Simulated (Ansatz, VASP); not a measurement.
**InAs in VASP and in Ansatz**

Contents of POSCAR:

```
InAs
1.0
    0.0000000000      3.0180000000      3.0180000000
    3.0180000000      0.0000000000      3.0180000000
    3.0180000000      3.0180000000      0.0000000000
In As
1 1
Direct
    0.0000000000      0.0000000000      0.0000000000
    0.7500000000      0.7500000000      0.7500000000
```

File INCAR.step1:

```
SYSTEM = InAs
PREC = Accurate
ENCUT = 520
EDIFF = 1E-5
ISMEAR = -1
SIGMA = 0.05
LREAL = .False.
LASPH = .True.
NELM = 80
ALGO = Normal
ISIF = 2
LWAVE = .True.
LCHARG = .False.
GGA = PE
NBANDS = 16
```

File INCAR.step2:

```
SYSTEM = InAs
PREC = Accurate
ENCUT = 520
EDIFF = 1E-6
ISMEAR = -1
SIGMA = 0.05
LREAL = .False.
LASPH = .True.
NELM = 80
ALGO = Normal
ISIF = 2
LWAVE = .False.
LCHARG = .False.
GGA = PE
LHFCALC = .True.
AEXX = 0.25
HFSCREEN = 0.2
PRECFOCK = Normal
ISTART = 1
NBANDS = 16
```

Contents of KPOINTS:

```
regular mesh
0
Gamma
  4 4 4
  0 0 0
```

File input.yaml:

```yaml
crystal:
  lattice:
    - [0.0, 3.018, 3.018]
    - [3.018, 0.0, 3.018]
    - [3.018, 3.018, 0.0]
  atoms:
    - { symbol: In, position: [0.0, 0.0, 0.0] }
    - { symbol: As, position: [0.75, 0.75, 0.75] }
kpoints:
  mp_grid: { grid: [4, 4, 4] }
scf:
  occupations: { method: fermi_dirac, width: 0.05 }
hamiltonian:
  xc: { preset: hse06, exx: { coeff: 0.25, omega: 0.2 } }
  pseudopotentials: { kind: all_electron, datasets: crystal }
output:
  forces: true
  stress: true
```

Alike in both runs: task single point; functional PBE-based screened hybrid; k mesh 4 × 4 × 4; occupations fermi-dirac, width 0.05 eV; no spin polarisation.

|  | VASP | Ansatz |
| --- | --- | --- |
| version | VASP 6.6.1 | Ansatz 0.2.0 |
| potentials or method | VASP PAW PBE potentials, release 64 (In_d, As), cutoff 520 eV | all-electron PAW datasets made for the crystal |

|  | VASP | Ansatz | Ansatz less VASP |
| --- | --- | --- | --- |
| gap on the k mesh at the Fermi level (eV) | 0.63 | 0.64 | +0.006 |
| least direct gap on the mesh (eV) | 0.63 | 0.64 | +0.006 |
| pressure (GPa) | 2.2 | 2.4 | +0.25 |

VASP's potentials were made for PBE, not for PBE-based screened hybrid. Ansatz ran all-electron here, and VASP with PAW potentials.

The k mesh is coarse, so the values compare programs but aren't converged. Noted on Ansatz's run: the program warned that the printed levels may be off, so bands, gaps and densities of states are rough.
